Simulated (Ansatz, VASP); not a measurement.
# Ta12F: VASP beside Ansatz

The input INCAR:

```
SYSTEM = Ta12F
PREC = Accurate ; ENCUT = 520
EDIFF = 1E-6 ; ISMEAR = 0
SIGMA = 0.1 ; LREAL = .FALSE.
LASPH = .TRUE. ; NELM = 200
ALGO = Normal ; ISIF = 2
LWAVE = .FALSE. ; LCHARG = .FALSE.
ISPIN = 2 ; MAGMOM = 0 0 0 0 0 0 0 0 0 0 0 0 1
LORBIT = 11 ; LMAXMIX = 4
LDIPOL = .TRUE. ; IDIPOL = 3
DIPOL = 0.5 0.5 0.313 ; NBANDS = 86
GGA_COMPAT = .FALSE. ; NELMDL = -8
KPAR = 4
```

The input KPOINTS:

```
Automatic mesh
0
G
  5 5 1
  0 0 0
```

The input POSCAR:

```
Ta12F
1.0
    5.6341016702      0.0000000000      0.0000000000
   -1.8780338901      5.3118819959      0.0000000000
    0.0000000000      0.0000000000     21.4444204585
Ta F
12 1
Direct
    0.2500000000      0.2500000000      0.1865287060
    0.2500000000      0.7500000000      0.1865287060
    0.7500000000      0.2500000000      0.1865287060
    0.7500000000      0.7500000000      0.1865287060
    0.0000000000      0.0000000000      0.2901575821
    0.0000000000      0.5000000000      0.2901575821
    0.5000000000      0.0000000000      0.2901575821
    0.5000000000      0.5000000000      0.2901575821
    0.2500000000      0.2500000000      0.3937817054
    0.2500000000      0.7500000000      0.3937817054
    0.7500000000      0.2500000000      0.3937817054
    0.7500000000      0.7500000000      0.3937817054
    0.3333333333      0.3333333333      0.5817093767
```

Input for Ansatz:

```yaml
crystal:
  lattice:
    - [5.6341016702, 0.0, 0.0]
    - [-1.8780338901, 5.3118819959, 0.0]
    - [0.0, 0.0, 21.4444204585]
  atoms:
    - { symbol: Ta, position: [0.25, 0.25, 0.186528706] }
    - { symbol: Ta, position: [0.25, 0.75, 0.186528706] }
    - { symbol: Ta, position: [0.75, 0.25, 0.186528706] }
    - { symbol: Ta, position: [0.75, 0.75, 0.186528706] }
    - { symbol: Ta, position: [0.0, 0.0, 0.2901575821] }
    - { symbol: Ta, position: [0.0, 0.5, 0.2901575821] }
    - { symbol: Ta, position: [0.5, 0.0, 0.2901575821] }
    - { symbol: Ta, position: [0.5, 0.5, 0.2901575821] }
    - { symbol: Ta, position: [0.25, 0.25, 0.3937817054] }
    - { symbol: Ta, position: [0.25, 0.75, 0.3937817054] }
    - { symbol: Ta, position: [0.75, 0.25, 0.3937817054] }
    - { symbol: Ta, position: [0.75, 0.75, 0.3937817054] }
    - { symbol: F, position: [0.3333333333, 0.3333333333, 0.5817093767], spin: 1.0 }
basis:
  ecutwfc: 420
kpoints:
  mp_grid: { grid: [5, 5, 1] }
hamiltonian:
  xc: lda
  pseudopotentials: { kind: paw, azcp: { folder: soft_1 } }
scf:
  occupations: { method: gaussian, width: 0.1 }
output:
  forces: true
  eigenvalues: true
  populations: true
magnetization:
  spin_polarized: true
efield:
  axis: 3
  dipole_correction: true
  ramp_width: 0.04
```

Alike in both runs: task single point; functional LDA; k mesh 5 × 5 × 1; occupations gaussian, width 0.1 eV; collinear spin.

|  | VASP | Ansatz |
| --- | --- | --- |
| version | VASP 6.6.1 | Ansatz 0.2.0 |
| potentials or method | VASP PAW LDA potentials, release 64 (Ta_pv, F), cutoff 520 eV | scalar-relativistic, plane waves, PAW |
| valence electrons in the cell | 139 | 163 |

Ansatz gave:

```
gap on the k mesh at the Fermi level (eV)                     : none
rms of the force components (eV/Å)                            : 0.122
net moment per atom (μB)                                      : 0.06
size of the moment on the site where the two differ most (μB) : 0.62
```

Problem. Estimate VASP's values.

Solution. gap on the k mesh at the Fermi level (eV): none; rms of the force components (eV/Å): 0.132; net moment per atom (μB): 0.06; size of the moment on the site where the two differ most (μB): 0.52.

Ansatz warns that its potentials were made for another functional, while VASP's fit it. LDA's correlation is that of Perdew and Zunger in VASP and of Perdew and Wang (1992) in Ansatz. Site moments also hang on the region over which each program counts them. Atom by atom the forces differ by 0.021 eV/Å (rms over components). A gap of «none» marks a metal or a gap that the smearing closes. VASP's potentials hold 139 valence electrons a cell and Ansatz's 163, so a difference there can come from the potentials and not from the codes. Ansatz's warnings: vacuum density over bound.

Neither program's run includes spin-orbit coupling.
